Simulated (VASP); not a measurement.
Write the native input for VASP 6.6.1 that does the following.

- Task: single point
- Functional: LDA
- Potentials or basis: VASP PAW LDA potentials, release 64 (Sc_sv)
- Cutoff: 520 eV
- k mesh: 13 × 13 × 7
- Occupations: fermi-dirac, width 0.03 eV
- Spin: no spin polarisation
- Dipole correction: no
- Further INCAR settings: ALGO = Normal; EDIFF = 1e-07; NBANDS = 18

The structure of Sc lies in POSCAR:

```
Sc
1.0
    3.3087978973      0.0000000000      0.0000000000
   -1.6543989486      2.8655030350      0.0000000000
    0.0000000000      0.0000000000      5.3206800000
Sc
2
Direct
    0.3333333333      0.6666666667      0.2500000000
    0.6666666667      0.3333333333      0.7500000000
```

This cell differs from its parent crystal: zz strain of +1 %.

One way to write it, as run:

INCAR

```
SYSTEM = Sc
  PREC = Accurate
  ENCUT = 520
  EDIFF = 1E-7
  ISMEAR = -1
  SIGMA = 0.03
  LREAL = .False.
  LASPH = .True.
  NELM = 100
  ALGO = Normal
  ISIF = 2
  LWAVE = .False.
  LCHARG = .True.
  GGA = CA
  LELF = .True.
  LVHAR = .True.
  NBANDS = 18
```

KPOINTS

```
regular mesh
0
Gamma
  13 13 7
  0 0 0
```

Potentials or basis: VASP PAW LDA potentials, release 64 (Sc_sv).

Command:

```bash
$ cat potpaw_LDA.64/Sc_sv/POTCAR > POTCAR
$ mpirun -np 1 vasp_std > vasp.out
```

It gave:

| Property | Result |
| --- | --- |
| Pressure | -5.7 GPa |
| Band gap on the k mesh | zero (band 11 reaches 4.00 eV, above the bottom of band 12 at 2.87 eV) |

Caveat: the cell differs from its parent crystal (zz strain of +1 %).

It took 42 s on 1 thread of Intel(R) Xeon(R) Platinum 8488C (Sapphire Rapids) (shared host), peak memory 0.19 GiB.
